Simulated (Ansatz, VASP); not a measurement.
# One calculation of Ru, two programs

The input POSCAR:

```
Ru
1.0
    2.4792165830      0.0000000000      0.0000000000
   -1.2396082915      2.1470645423      0.0000000000
    0.0000000000      0.0000000000      5.1003356228
Ru
2
Direct
    0.3333333333      0.6666666667      0.2500000000
    0.6666666667      0.3333333333      0.7500000000
```

File INCAR.step1:

```
SYSTEM = Ru
ALGO = Normal ; EDIFF = 1E-4
ENCUT = 520 ; GGA = PE
ISMEAR = 0 ; LASPH = .True.
LCHARG = .False. ; LREAL = .False.
LWAVE = .True. ; NBANDS = 21
NELM = 60 ; PREC = Accurate
SIGMA = 0.15
```

Contents of INCAR.step2:

```
SYSTEM = Ru
ALGO = Normal ; EDIFF = 1E-6
ENCUT = 520 ; ISIF = 2
ISMEAR = 0 ; ISTART = 1
LASPH = .True. ; LCHARG = .False.
LMIXTAU = .True. ; LREAL = .False.
LWAVE = .False. ; METAGGA = R2SCAN
NBANDS = 21 ; NELM = 60
PREC = Accurate ; SIGMA = 0.15
```

File KPOINTS:

```
k-points
0
Gamma
  24 24 12
  0 0 0
```

Input for Ansatz:

```yaml
crystal:
  lattice:
    - [2.479216583, 0.0, 0.0]
    - [-1.2396082915, 2.1470645423, 0.0]
    - [0.0, 0.0, 5.1003356228]
  atoms:
    - { symbol: Ru, position: [0.3333333333, 0.6666666667, 0.25] }
    - { symbol: Ru, position: [0.6666666667, 0.3333333333, 0.75] }
basis:
  ecutwfc: 500
kpoints:
  mp_grid: { grid: [24, 24, 12] }
hamiltonian:
  xc: r2scan
scf:
  occupations: { method: gaussian, width: 0.15 }
output:
  forces: true
  stress: true
  eigenvalues: true
```

Alike in both runs: task single point; functional r2SCAN; k mesh 24 × 24 × 12; occupations gaussian, width 0.15 eV; no spin polarisation.

|  | VASP | Ansatz |
| --- | --- | --- |
| version | VASP 6.6.1 | Ansatz 0.2.0 |
| potentials or method | VASP PAW PBE potentials, release 64 (Ru_pv), cutoff 520 eV | scalar-relativistic, plane waves, PAW |
| valence electrons in the cell | 28 | 32 |

Ansatz gave:

```
gap on the k mesh at the Fermi level (eV)                     : none
pressure (GPa)                                                : 23.1
traceless stress, the component that is largest in VASP (GPa) : -63.01
```

Estimate VASP's values.

gap on the k mesh at the Fermi level (eV): none; pressure (GPa): 24.8; traceless stress, the component that is largest in VASP (GPa): -63.87.

VASP's potentials were made for PBE, not for r2SCAN. A gap of «none» marks a metal or a gap that the smearing closes. VASP's potentials hold 28 valence electrons a cell and Ansatz's 32, so a difference there can come from the potentials and not from the codes.
